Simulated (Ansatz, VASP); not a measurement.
**Na: VASP beside Ansatz**

```xyz
2
Lattice="3.8948 0.0000 0.0000 -1.9474 3.3730 0.0000 0.0000 0.0000 6.1030" Properties=species:S:1:pos:R:3 pbc="T T T"
Na   -0.4854    2.2487    1.5258
Na    2.4328    1.1243    4.5773
```

Change from the starting cell: mode 4 frozen in at -0.467 Å, equal normal strain along x and y +0.0400.

Alike in both runs: task single point; functional PBE; k mesh 15 × 15 × 8; occupations gaussian, width 0.15 eV; no spin polarisation.

```csv
,VASP,Ansatz
version,VASP 6.6.1,Ansatz 0.2.0
potentials or method,"VASP PAW PBE potentials, release 64 (Na_pv), cutoff 520 eV","scalar-relativistic, plane waves, PAW"
valence electrons in the cell,14,18
```

```csv
,VASP,Ansatz,Ansatz less VASP
gap on the k mesh at the Fermi level (eV),none,none,-
pressure (GPa),-0.4,-0.4,+0.02
"traceless stress, the component that is largest in VASP (GPa)",0.71,0.71,-0.003
rms of the force components (eV/Å),0.072,0.072,-0.0002
```

Atom by atom the forces differ by 0.000 eV/Å (rms over components). A gap of «none» marks a metal or a gap that the smearing closes. The functional is the same, so the differences come from potentials, cutoffs and numerics. VASP's potentials hold 14 valence electrons a cell and Ansatz's 18, so a difference there can come from the potentials and not from the codes.
